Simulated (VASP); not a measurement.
# Sc (Fm-3m) in VASP: notebook, part 3 of 3

VASP 6.6.1. Earlier steps stand in the parts before.

**5. Electric field gradients, PBEsol**

This run uses another cell than the first one, of 23.41 Å³/atom, 0.943 times its volume.

The input, INCAR:

```
SYSTEM = Sc
  PREC = Accurate
  ENCUT = 520
  EDIFF = 1E-8
  ISMEAR = -1
  SIGMA = 0.03
  LREAL = .False.
  LASPH = .True.
  NELM = 60
  ALGO = Normal
  ISIF = 2
  LWAVE = .False.
  LCHARG = .False.
  GGA = PS
  LEFG = .True.
  NBANDS = 12
```

The input, KPOINTS:

```
Automatic mesh
0
Gamma
  12 12 12
  0 0 0
```

The input, POSCAR:

```
Sc
1.0
    0.0000000000      2.2705000000      2.2705000000
    2.2705000000      0.0000000000      2.2705000000
    2.2705000000      2.2705000000      0.0000000000
Sc
1
Direct
    0.0000000000      0.0000000000      0.0000000000
```

Potentials or basis: VASP PAW PBE potentials, release 64 (Sc_sv).

On the command line:

```console
cat potpaw_PBE.64/Sc_sv/POTCAR > POTCAR
mpirun -np 1 vasp_std > vasp.out
```

OUTCAR:

```text
SYSTEM = Sc
   PREC = Accurate
   ENCUT = 520
   EDIFF = 1E-8
   ISMEAR = -1
   LREAL = .False.
   LASPH = .True.
   NELM = 60
   ISIF = 2
   GGA = PS

 ion  position               nearest neighbor table
   1  0.000  0.000  0.000-

  LATTYP: Found a face centered cubic cell.
 ALAT       =     4.5410000000

  Lattice vectors:

 A1 = (   0.0000000000,   2.2705000000,   2.2705000000)
 A2 = (   2.2705000000,   0.0000000000,   2.2705000000)
 A3 = (   2.2705000000,   2.2705000000,   0.0000000000)

Analysis of symmetry for initial positions (statically):
=====================================================================
 Subroutine PRICEL returns:
 Original cell was already a primitive cell.

 Routine SETGRP: Setting up the symmetry group for a
 face centered cubic supercell.

 Subroutine GETGRP returns: Found 48 space group operations
 (whereof 48 operations were pure point group operations)
 out of a pool of 48 trial point group operations.

The static configuration has the point symmetry O_h .

Analysis of symmetry for dynamics (positions and initial velocities):
=====================================================================
 Subroutine PRICEL returns:
 Original cell was already a primitive cell.

 Routine SETGRP: Setting up the symmetry group for a
 face centered cubic supercell.

 Subroutine GETGRP returns: Found 48 space group operations
 (whereof 48 operations were pure point group operations)
 out of a pool of 48 trial point group operations.

The dynamic configuration has the point symmetry O_h .

 Subroutine INISYM returns: Found 48 space group operations
 (whereof 48 operations are pure point group operations),
 and found     1 'primitive' translations

----------------------------------------------------------------------------------------

                                     Primitive cell

  volume of cell :      23.4096

  direct lattice vectors                    reciprocal lattice vectors
     0.000000000  2.270500000  2.270500000    -0.220215811  0.220215811  0.220215811
     2.270500000  0.000000000  2.270500000     0.220215811 -0.220215811  0.220215811
     2.270500000  2.270500000  0.000000000     0.220215811  0.220215811 -0.220215811

  length of vectors
     3.210971893  3.210971893  3.210971893     0.381424974  0.381424974  0.381424974

  position of ions in fractional coordinates (direct lattice)
     0.000000000  0.000000000  0.000000000

  ion indices of the primitive-cell ions
   primitive index   ion index
                 1           1

----------------------------------------------------------------------------------------

 KPOINTS: Automatic mesh

Automatic generation of k-mesh.
 Grid dimensions read from file:
 generate k-points for:   12   12   12

 Generating k-lattice:

  Cartesian coordinates                     Fractional coordinates (reciprocal lattice)
[... 70 lines left out ...]
   PSTRESS=    0.0 pullay stress
   NELECT =      11.0000    total number of electrons
   NUPDOWN=      -1.0000    fix difference up-down
   EMIN   =  10.00;   EMAX   =-10.00  energy-range for DOS
   EFERMI =   0.00;   METHOD = LEGACY
   ISMEAR =    -1;   SIGMA  =   0.03  broadening in eV -4-tet -1-fermi 0-gaus
   EFERMI_NEDOS =   21; number of points for ismear=-14 and -15
   IALGO  =     38    algorithm
   IMIX   =      4    mixing-type and parameters
     AMIX     =   0.40;   BMIX     =  1.00
     AMIX_MAG =   1.60;   BMIX_MAG =  1.00
  volume/ion in A,a.u.               =      23.41       157.98
  Fermi-wavevector in a.u.,A,eV,Ry     =   1.272744  2.405136 22.039751  1.619876
  Thomas-Fermi vector in A             =   2.405605
   LORBIT       =      0    0 simple, 1 ext, 2 COOP (PROOUT), +10 PAW based schemes
   GGA     = PS    functional components
   LHFCALC =     F    Hartree Fock is set to
   AEXX    =    0.0000 exact exchange contribution
   IVDW    =     0    specifies the selected vdW correction
   LEPSILON=     F    determine dielectric tensor
   LRPA    =     F    only Hartree local field effects (RPA)
 non-spin polarized calculation
  energy-cutoff  :      520.00
  volume of cell :       23.41
 maximum number of plane-waves:       648
   NGX = 11   NGY = 11   NGZ = 11

 number of electron      10.9999998 magnetization

 Free energy of the ion-electron system (eV)
  ---------------------------------------------------
  ext. energy  EPLUGINS =         0.00000000
  ---------------------------------------------------
  free energy    TOTEN  =        -6.56190052 eV

  energy without entropy =       -6.55691960  energy(sigma->0) =       -6.55941006

 E-fermi :   3.9410     XC(G=0): -10.2004

 val. band max:        3.9299822680   @ k =  -0.4167   0.1667   0.0833
 cond. band min:       3.9634084826   @ k =   0.5000   0.3333   0.1667
 fundamental gap:      0.0334262146
 Fermi energy:         3.9410318372

 k-point     1 :       0.0000    0.0000    0.0000
  band No.  band energies     occupation
      1     -45.1495      2.00000
      2     -23.6197      2.00000
      3     -23.6197      2.00000
      4     -23.6197      2.00000
      5      -1.3538      2.00000
      6       5.5848      0.00000
      7       5.5848      0.00000
      8       5.5848      0.00000
      9       7.0655      0.00000
     10       7.0655      0.00000
     11      16.7481      0.00000
     12      20.3200      0.00000
[... 331 lines left out ...]
 k-point    24 :      -0.4167    0.1667    0.0000
  band No.  band energies     occupation
      1     -45.0664      2.00000
      2     -24.0524      2.00000
      3     -23.7684      2.00000
      4     -23.6990      2.00000
      5       2.6302      2.00000
      6       3.8862      1.72290
      7       5.0196      0.00000
      8       5.8959      0.00000
      9       7.8247      0.00000
     10       8.8136      0.00000
     11      11.0961      0.00000
     12      15.6295      0.00000

 [... further k-points ...]

------------------------ aborting loop because EDIFF is reached ----------------------------------------

  FORCE on cell =-STRESS in cart. coord.  units (eV):
  Direction    XX          YY          ZZ          XY          YZ          ZX
  --------------------------------------------------------------------------------------
  -------------------------------------------------------------------------------------
  Total        0.0698042      0.0698042      0.0698042      0.0000000      0.0000000     -0.0000000
  in kB        4.7774647      4.7774647      4.7774647      0.0000000      0.0000000     -0.0000000
  external PRESSURE =       4.7774647 kB  Pullay stress =       0.0000000 kB

 VOLUME and BASIS-vectors are now :
 -----------------------------------------------------------------------------
  energy-cutoff  :      520.00
  volume of cell :       23.41
      direct lattice vectors                 reciprocal lattice vectors
     0.000000000  2.270500000  2.270500000    -0.220215811  0.220215811  0.220215811
     2.270500000  0.000000000  2.270500000     0.220215811 -0.220215811  0.220215811
     2.270500000  2.270500000  0.000000000     0.220215811  0.220215811 -0.220215811

 POSITION                                       TOTAL-FORCE (eV/Angst)
 -----------------------------------------------------------------------------------
      0.00000      0.00000      0.00000        -0.000000      0.000000      0.000000
 -----------------------------------------------------------------------------------
    total drift:                                0.000000      0.000000     -0.000000

  FREE ENERGIE OF THE ION-ELECTRON SYSTEM (eV)
  ---------------------------------------------------
  free  energy   TOTEN  =        -6.5619005228 eV

  energy  without entropy=       -6.5569195977  energy(sigma->0) =       -6.55941006

 Electric field gradients (V/A^2)
---------------------------------------------------------------------
 ion       V_xx      V_yy      V_zz      V_xy      V_xz      V_yz
---------------------------------------------------------------------
   1      -0.000     0.000     0.000     0.000     0.000     0.000
---------------------------------------------------------------------

 Electric field gradients after diagonalization (V/A^2)
 (convention: |V_zz| > |V_xx| > |V_yy|)
----------------------------------------------------------------------
 ion       V_xx      V_yy      V_zz     asymmetry (V_yy - V_xx)/ V_zz
----------------------------------------------------------------------
   1      -0.000    -0.000     0.000       0.000
----------------------------------------------------------------------

           NMR quadrupolar parameters

 Cq : quadrupolar parameter    Cq=e*Q*V_zz/h
 eta: asymmetry parameters     (V_yy - V_xx)/ V_zz
 Q  : nuclear electric quadrupole moment in mb (millibarn)
----------------------------------------------------------------------
 ion       Cq(MHz)       eta       Q (mb)
----------------------------------------------------------------------
   1       0.000       0.000       1.000
----------------------------------------------------------------------
```

stdout:

```text
POSCAR found type information on POSCAR Sc
 POSCAR found :  1 types and       1 ions
 scaLAPACK will be used
 -----------------------------------------------------------------------------
|                                                                             |
|                                                                             |
|     You enforced a specific xc type in the INCAR file but a different       |
|     I HOPE YOU KNOW WHAT YOU ARE DOING!                                     |
|                                                                             |
 -----------------------------------------------------------------------------

 LDA part: xc-table for (Slater+PW92), standard interpolation
 POSCAR, INCAR and KPOINTS ok, starting setup
 FFT: planning ... GRIDC
 FFT: planning ... GRID_SOFT
 FFT: planning ... GRID
 WAVECAR not read
 entering main loop
ion   1
```

Run time: 8.3 s. Hardware: 1 thread of Intel Xeon Platinum 8375C at 2.90GHz (Ice Lake), shared host; peak memory 0.14 GiB.

Results:

```yaml
Free_energy: -6.5619 eV
Pressure: 0.5 GPa
```

Caveat: without QUAD_EFG the Cq values of the log hold for a quadrupole moment of 1 mb, not for the nuclei; the PAW data sets were made with another functional, which shifts forces and pressure a little.

**6. Electric field gradients, PBEsol**

This run uses another cell than the first one, of 23.41 Å³/atom, 0.943 times its volume.

The input, INCAR:

```
  PREC = Accurate
  ENCUT = 520
  EDIFF = 1E-8
  ISMEAR = -1
  SIGMA = 0.03
  LREAL = False
  LASPH = True
  NELM = 100
  ALGO = Normal
  ISIF = 2
  LWAVE = False
  LCHARG = False
  GGA = PS
  LEFG = True
  NBANDS = 12
```

The input, KPOINTS:

```
regular mesh
0
Gamma
  12 12 12
```

POSCAR is that of step 5.

Potentials or basis: VASP PAW PBE potentials, release 64 (Sc_sv).

On the command line:

```console
cat potpaw_PBE.64/Sc_sv/POTCAR > POTCAR
mpirun -np 1 vasp_std > vasp.out
```

OUTCAR:

```text
PREC = Accurate
   ENCUT = 520
   EDIFF = 1E-8
   ISMEAR = -1
   LREAL = False
   LASPH = True
   NELM = 100
   ISIF = 2
   GGA = PS

 ion  position               nearest neighbor table
   1  0.000  0.000  0.000-

  LATTYP: Found a face centered cubic cell.
 ALAT       =     4.5410000000

  Lattice vectors:

 A1 = (   0.0000000000,   2.2705000000,   2.2705000000)
 A2 = (   2.2705000000,   0.0000000000,   2.2705000000)
 A3 = (   2.2705000000,   2.2705000000,   0.0000000000)

Analysis of symmetry for initial positions (statically):
=====================================================================
 Subroutine PRICEL returns:
 Original cell was already a primitive cell.

 Routine SETGRP: Setting up the symmetry group for a
 face centered cubic supercell.
[... 540 lines left out ...]
  in kB        4.7774647      4.7774647      4.7774647      0.0000000      0.0000000     -0.0000000
  external PRESSURE =       4.7774647 kB  Pullay stress =       0.0000000 kB

 VOLUME and BASIS-vectors are now :
 -----------------------------------------------------------------------------
  energy-cutoff  :      520.00
  volume of cell :       23.41
      direct lattice vectors                 reciprocal lattice vectors
     0.000000000  2.270500000  2.270500000    -0.220215811  0.220215811  0.220215811
     2.270500000  0.000000000  2.270500000     0.220215811 -0.220215811  0.220215811
     2.270500000  2.270500000  0.000000000     0.220215811  0.220215811 -0.220215811

 POSITION                                       TOTAL-FORCE (eV/Angst)
 -----------------------------------------------------------------------------------
      0.00000      0.00000      0.00000        -0.000000      0.000000      0.000000
 -----------------------------------------------------------------------------------
    total drift:                                0.000000      0.000000     -0.000000

  FREE ENERGIE OF THE ION-ELECTRON SYSTEM (eV)
  ---------------------------------------------------
  free  energy   TOTEN  =        -6.5619005228 eV

  energy  without entropy=       -6.5569195977  energy(sigma->0) =       -6.55941006

 Electric field gradients (V/A^2)
---------------------------------------------------------------------
 ion       V_xx      V_yy      V_zz      V_xy      V_xz      V_yz
---------------------------------------------------------------------
   1      -0.000     0.000     0.000     0.000     0.000     0.000
---------------------------------------------------------------------

 Electric field gradients after diagonalization (V/A^2)
 (convention: |V_zz| > |V_xx| > |V_yy|)
----------------------------------------------------------------------
 ion       V_xx      V_yy      V_zz     asymmetry (V_yy - V_xx)/ V_zz
----------------------------------------------------------------------
   1      -0.000    -0.000     0.000       0.000
----------------------------------------------------------------------

           NMR quadrupolar parameters

 Cq : quadrupolar parameter    Cq=e*Q*V_zz/h
 eta: asymmetry parameters     (V_yy - V_xx)/ V_zz
 Q  : nuclear electric quadrupole moment in mb (millibarn)
----------------------------------------------------------------------
 ion       Cq(MHz)       eta       Q (mb)
----------------------------------------------------------------------
   1       0.000       0.000       1.000
----------------------------------------------------------------------
```

stdout:

```text
POSCAR found type information on POSCAR Sc
 POSCAR found :  1 types and       1 ions
 scaLAPACK will be used
 -----------------------------------------------------------------------------
|                                                                             |
|                                                                             |
|     You enforced a specific xc type in the INCAR file but a different       |
|     I HOPE YOU KNOW WHAT YOU ARE DOING!                                     |
|                                                                             |
 -----------------------------------------------------------------------------

 LDA part: xc-table for (Slater+PW92), standard interpolation
 POSCAR, INCAR and KPOINTS ok, starting setup
 FFT: planning ... GRIDC
 FFT: planning ... GRID_SOFT
 FFT: planning ... GRID
 WAVECAR not read
 entering main loop
ion   1
```

Wall time 9.4 s (1 thread of Intel Xeon Platinum 8375C at 2.90GHz (Ice Lake), shared host); peak memory 0.15 GiB.

What came out:

```
Free energy : -6.5619 eV
Pressure    : 0.5 GPa
```

Caveat: without QUAD_EFG the Cq values of the log hold for a quadrupole moment of 1 mb, not for the nuclei; the PAW data sets were made with another functional, which shifts forces and pressure a little.

**7. Overview**

| cell | gap on the mesh (eV) | pressure (GPa) |
| --- | --- | --- |
| a = 3.274 Å, angles 60.0°, 1 atom | none | -2.5 |
| a = 3.145 Å, angles 60.0°, 1 atom | none | 4.2 |
| a = 3.189 Å, angles 60.0°, 1 atom | none | 1.6 |
| a = 3.211 Å, angles 60.0°, 1 atom | none | 0.5 |

Alike in all rows: task electric field gradients; level PBEsol; potentials or basis VASP PAW PBE potentials, release 64 (Sc_sv); no spin polarisation; k mesh 12 × 12 × 12; cutoff (eV) 520; smearing fermi-dirac 0.03 eV.

Caveats: the PAW data sets were made with another functional, which shifts forces and pressure a little.

Absolute energies hang on the potentials; compare differences alone.
